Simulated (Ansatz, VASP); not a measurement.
## Cs3Sc2I9: VASP beside Ansatz

```
Cs Sc I
1.0
     8.50659    0.00000    0.00000
    -4.25329    7.36692    0.00000
     0.00000    0.00000   21.37010
Cs Sc I
6 4 18
Direct
  0.33333 0.66667 0.06954
  0.66667 0.33333 0.93046
  0.66667 0.33333 0.56954
  0.33333 0.66667 0.43046
  0.00000 0.00000 0.25000
  0.00000 0.00000 0.75000
  0.33333 0.66667 0.65859
  0.66667 0.33333 0.34141
  0.66667 0.33333 0.15859
  0.33333 0.66667 0.84141
  0.17029 0.34058 0.58961
  0.82971 0.65943 0.41039
  0.65943 0.82971 0.58961
  0.82971 0.65943 0.08961
  0.34058 0.17029 0.41039
  0.17029 0.34058 0.91039
  0.17029 0.82971 0.58961
  0.34058 0.17029 0.08961
  0.82971 0.17029 0.41039
  0.65943 0.82971 0.91039
  0.82971 0.17029 0.08961
  0.17029 0.82971 0.91039
  0.51040 0.02080 0.25000
  0.48960 0.97920 0.75000
  0.97920 0.48960 0.25000
  0.02080 0.51040 0.75000
  0.51040 0.48960 0.25000
  0.48960 0.51040 0.75000
```

Alike in both runs: task single point; functional PBE; k mesh 3 × 3 × 1; occupations gaussian, width 0.1 eV; no spin polarisation.

|  | VASP | Ansatz |
| --- | --- | --- |
| version | VASP 6.6.1 | Ansatz 0.2.0 |
| potentials or method | VASP PAW PBE potentials, release 64 (Cs_sv, Sc_sv, I), cutoff 520 eV | scalar-relativistic, plane waves, PAW |
| valence electrons in the cell | 224 | 404 |

```tsv
	VASP	Ansatz	Ansatz less VASP
gap on the k mesh at the Fermi level (eV)	2.09	2.09	+0.001
least direct gap on the mesh (eV)	2.09	2.09	+0.001
pressure (GPa)	-0.1	-0.1	-0.03
rms of the force components (eV/Å)	0.018	0.023	+0.0048
```

Atom by atom the forces differ by 0.005 eV/Å (rms over components). The functional is the same, so the differences come from potentials, cutoffs and numerics. VASP's potentials hold 224 valence electrons a cell and Ansatz's 404, so a difference there can come from the potentials and not from the codes. Ansatz's warnings: structure snapped to symmetry.

Spin-orbit coupling is off throughout.
